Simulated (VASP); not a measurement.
# C3N4 (R3m) in VASP: single point with PBEsol

Aim: the single point of C3N4 with PBEsol.

All numbers are computed with VASP 6.6.1; they aren't measurements. Logs are shortened: lines on timing, memory, paths and dates and some standing lists are left out, and cuts for length are marked.

## (1) The cell of the first run

It takes space group R3m (No. 160, trigonal). The conventional cell has a = 4.755 Å, b = 4.755 Å, c = 10.641 Å, α = 90.00°, β = 90.00°, γ = 120.00°. Within 1.8 Å of C (site symmetry m) lie 3 N at 1.32 to 1.45 Å. Within 1.8 Å of N (site symmetry m) lie 2 C at 1.32 Å. Within 1.9 Å of N (site symmetry 3m) lie 3 C at 1.45 Å.

## (2) Single point, PBEsol

INCAR

```
SYSTEM = C3N4
ALGO     = Normal         ! electronic algorithm
EDIFF    = 1E-7           ! SCF threshold, eV
ENCUT    = 520            ! plane-wave cutoff, eV
GGA      = PS             ! functional
ISIF     = 2              ! what is computed and relaxed
ISMEAR   = 1              ! smearing method
LASPH    = .True.         ! aspherical terms in the spheres
LCHARG   = .False.        ! write CHGCAR
LREAL    = .False.        ! projectors in reciprocal space
LWAVE    = .False.        ! write WAVECAR
NBANDS   = 25             ! bands
NELM     = 100            ! most SCF steps
PREC     = Accurate       ! precision mode
SIGMA    = 0.02           ! smearing width, eV
```

KPOINTS

```
k-points
0
Gamma
  12 12 12
  0 0 0
```

POSCAR

```
C3N4
1.0
    4.4854907501      0.0000000000      0.0000000000
    1.9648657386      4.0322363396      0.0000000000
    1.9648657386      1.2282736695      3.8406085053
C N
3 4
Direct
    0.4902913684      0.4902913684      0.0188544760
    0.4902913684      0.0188544760      0.4902913684
    0.0188544760      0.4902913684      0.4902913684
    0.6604334528      0.1696550708      0.1696550708
    0.1696550708      0.1696550708      0.6604334528
    0.6658181928      0.6658181928      0.6658181928
    0.1696550708      0.6604334528      0.1696550708
```

Potentials or basis: VASP PAW PBE potentials, release 64 (C, N).

Run with:

```bash
$ cat potpaw_PBE.64/C/POTCAR potpaw_PBE.64/N/POTCAR > POTCAR
$ mpirun -np 1 vasp_std > vasp.out
```

OUTCAR:

```text
SYSTEM = C3N4
   EDIFF = 1E-7
   ENCUT = 520
   GGA = PS
   ISIF = 2
   ISMEAR = 1
   LASPH = .True.
   LREAL = .False.
   NELM = 100
   PREC = Accurate

 ion  position               nearest neighbor table
   1  0.490  0.490  0.019-   4 1.32   7 1.32   6 1.45
   2  0.490  0.019  0.490-   4 1.32   5 1.32   6 1.45
   3  0.019  0.490  0.490-   7 1.32   5 1.32   6 1.45
   4  0.660  0.170  0.170-   2 1.32   1 1.32
   5  0.170  0.170  0.660-   3 1.32   2 1.32
   6  0.666  0.666  0.666-   1 1.45   2 1.45   3 1.45
   7  0.170  0.660  0.170-   3 1.32   1 1.32

  LATTYP: Found a trigonal (rhomboedric) cell.
 ALAT       =     4.4854907501
 COS(alpha) =     0.4380492232

  Lattice vectors:

 A1 = (   4.4854907501,   0.0000000000,   0.0000000000)
 A2 = (   1.9648657386,   4.0322363396,   0.0000000000)
 A3 = (   1.9648657386,   1.2282736695,   3.8406085053)

Analysis of symmetry for initial positions (statically):
=====================================================================
 Subroutine PRICEL returns:
 Original cell was already a primitive cell.

 Routine SETGRP: Setting up the symmetry group for a
 trigonal (rhombohedral) supercell.

 Subroutine GETGRP returns: Found  6 space group operations
 (whereof  6 operations were pure point group operations)
 out of a pool of 12 trial point group operations.

The static configuration has the point symmetry C_3v.

Analysis of symmetry for dynamics (positions and initial velocities):
=====================================================================
 Subroutine PRICEL returns:
 Original cell was already a primitive cell.

 Routine SETGRP: Setting up the symmetry group for a
 trigonal (rhombohedral) supercell.

 Subroutine GETGRP returns: Found  6 space group operations
 (whereof  6 operations were pure point group operations)
 out of a pool of 12 trial point group operations.

The dynamic configuration has the point symmetry C_3v.

 Subroutine INISYM returns: Found  6 space group operations
 (whereof  6 operations are pure point group operations),
 and found     1 'primitive' translations

----------------------------------------------------------------------------------------

                                     Primitive cell

  volume of cell :      69.4634

  direct lattice vectors                    reciprocal lattice vectors
[... 101 lines left out ...]
   IBRION =     -1    ionic relax: 0-MD 1-quasi-New 2-CG
   NFREE  =      0    steps in history (QN), initial steepest desc. (CG)
   ISIF   =      2    stress and relaxation
   ISYM   =      2    0-nonsym 1-usesym 2-fastsym
   POTIM  = 0.5000    time-step for ionic-motion
   TEBEG  =    0.0;   TEEND  =   0.0 temperature during run
   PSTRESS=    0.0 pullay stress
   NELECT =      32.0000    total number of electrons
   NUPDOWN=      -1.0000    fix difference up-down
   EMIN   =  10.00;   EMAX   =-10.00  energy-range for DOS
   EFERMI =   0.00;   METHOD = LEGACY
   ISMEAR =     1;   SIGMA  =   0.02  broadening in eV -4-tet -1-fermi 0-gaus
   EFERMI_NEDOS =   21; number of points for ismear=-14 and -15
   IALGO  =     38    algorithm
   IMIX   =      4    mixing-type and parameters
     AMIX     =   0.40;   BMIX     =  1.00
     AMIX_MAG =   1.60;   BMIX_MAG =  1.00
  volume/ion in A,a.u.               =       9.92        66.97
  Fermi-wavevector in a.u.,A,eV,Ry     =   1.264366  2.389305 21.750566  1.598622
  Thomas-Fermi vector in A             =   2.397675
   LORBIT       =      0    0 simple, 1 ext, 2 COOP (PROOUT), +10 PAW based schemes
   GGA     = PS    functional components
   LHFCALC =     F    Hartree Fock is set to
   AEXX    =    0.0000 exact exchange contribution
   IVDW    =     0    specifies the selected vdW correction
   LEPSILON=     F    determine dielectric tensor
   LRPA    =     F    only Hartree local field effects (RPA)
 non-spin polarized calculation
 Methfessel and Paxton  Order N= 1 SIGMA  =   0.02
  energy-cutoff  :      520.00
  volume of cell :       69.46
 maximum number of plane-waves:      1891
 NGX is ok and might be reduce to    36
   NGX = 17   NGY = 17   NGZ = 17

 number of electron      32.0000000 magnetization

 Free energy of the ion-electron system (eV)
  ---------------------------------------------------
  ext. energy  EPLUGINS =         0.00000000
  ---------------------------------------------------
  free energy    TOTEN  =       -61.57320912 eV

  energy without entropy =      -61.57323155  energy(sigma->0) =      -61.57321660

 E-fermi :   3.2148     XC(G=0):  -9.7742

 val. band max:        3.2042252359   @ k =   0.0000   0.0000   0.0000
 cond. band min:       4.4866230346   @ k =   0.0000   0.0000   0.0000
 fundamental gap:      1.2823977987
 Fermi energy:         3.2148425337

 k-point     1 :       0.0000    0.0000    0.0000
  band No.  band energies     occupation
      1     -19.5745      2.00000
      2     -15.2042      2.00000
      3     -14.8704      2.00000
      4     -14.8704      2.00000
      5     -11.3804      2.00000
      6     -11.3804      2.00000
[... 661 lines left out ...]
     24      13.3596      0.00000
     25      13.9982      0.00000

 [... further k-points ...]

------------------------ aborting loop because EDIFF is reached ----------------------------------------

  FORCE on cell =-STRESS in cart. coord.  units (eV):
  Direction    XX          YY          ZZ          XY          YZ          ZX
  --------------------------------------------------------------------------------------
  -------------------------------------------------------------------------------------
  Total        0.0697051      0.3445102      0.4268230     -0.2819732     -0.1286893     -0.2058638
  in kB        1.6077526      7.9461479      9.8446976     -6.5037288     -2.9682254     -4.7482613
  external PRESSURE =       6.4661993 kB  Pullay stress =       0.0000000 kB

 VOLUME and BASIS-vectors are now :
 -----------------------------------------------------------------------------
  energy-cutoff  :      520.00
  volume of cell :       69.46
      direct lattice vectors                 reciprocal lattice vectors
     4.485490750  0.000000000  0.000000000     0.222941046 -0.108636793 -0.079313867
     1.964865739  4.032236340  0.000000000     0.000000000  0.248001336 -0.079313867
     1.964865739  1.228273670  3.840608505     0.000000000  0.000000000  0.260375406

 POSITION                                       TOTAL-FORCE (eV/Angst)
 -----------------------------------------------------------------------------------
      3.19960      2.00013      0.07241         0.030404      0.019006     -0.092984
      3.19960      0.67824      1.88302         0.030404     -0.082776      0.046427
      2.01129      2.57918      1.88302        -0.061093      0.063591      0.046427
      3.62907      0.89247      0.65158         0.041277     -0.042276     -0.030865
      2.39200      1.49528      2.53647        -0.019923     -0.012454      0.062384
      5.60301      3.50254      2.55715        -0.001145     -0.000716     -0.000523
      2.39200      2.87141      0.65158        -0.019923      0.055625     -0.030865
 -----------------------------------------------------------------------------------
    total drift:                               -0.000228     -0.000142     -0.000104

  FREE ENERGIE OF THE ION-ELECTRON SYSTEM (eV)
  ---------------------------------------------------
  free  energy   TOTEN  =       -61.5732091199 eV

  energy  without entropy=      -61.5732315543  energy(sigma->0) =      -61.57321660
```

Run time: 5.5 min. Hardware: 1 thread of Intel Xeon 8259CL, shared host; peak memory 0.37 GiB.

What came out:

```
Free energy            : -61.5732 eV
Pressure               : 0.6 GPa
Largest force          : 0.100 eV/Å
Band gap on the k mesh : 1.28 eV
```

Forces in eV/Å, atoms in the order of the input:
```
C    0.030  0.019 -0.093
C    0.030 -0.083  0.046
C   -0.061  0.064  0.046
N    0.041 -0.042 -0.031
N   -0.020 -0.012  0.062
N   -0.001 -0.001 -0.001
N   -0.020  0.056 -0.031
```

Stress tensor (GPa, compression positive):
```
 0.16 -0.65 -0.47
-0.65  0.79 -0.30
-0.47 -0.30  0.98
```

Levels at points of the mesh, in eV from the valence-band top:
| k point | band 12 | band 13 | band 14 | band 15 | band 16 | band 17 | band 18 | band 19 | band 20 | band 21 |
| --- | --- | --- | --- | --- | --- | --- | --- | --- | --- | --- |
| (0.00, 0.00, 0.00) | -3.98 | -3.98 | -2.95 | 0.00 | 0.00 | 1.28 | 1.28 | 3.75 | 6.35 | 6.58 |
| (0.50, 0.00, 0.00) | -4.43 | -4.39 | -3.15 | -2.48 | -0.45 | 2.42 | 3.64 | 5.79 | 6.59 | 7.16 |
| (0.50, 0.50, 0.00) | -4.44 | -3.69 | -3.14 | -2.21 | -0.48 | 2.16 | 3.84 | 6.57 | 6.80 | 8.24 |
| (0.50, 0.50, 0.50) | -3.62 | -3.62 | -2.66 | -0.03 | -0.03 | 1.65 | 1.65 | 6.18 | 6.79 | 6.79 |

Caveat: the PAW data sets were made with another functional, which shifts forces and pressure a little. A k mesh can miss the band edges.
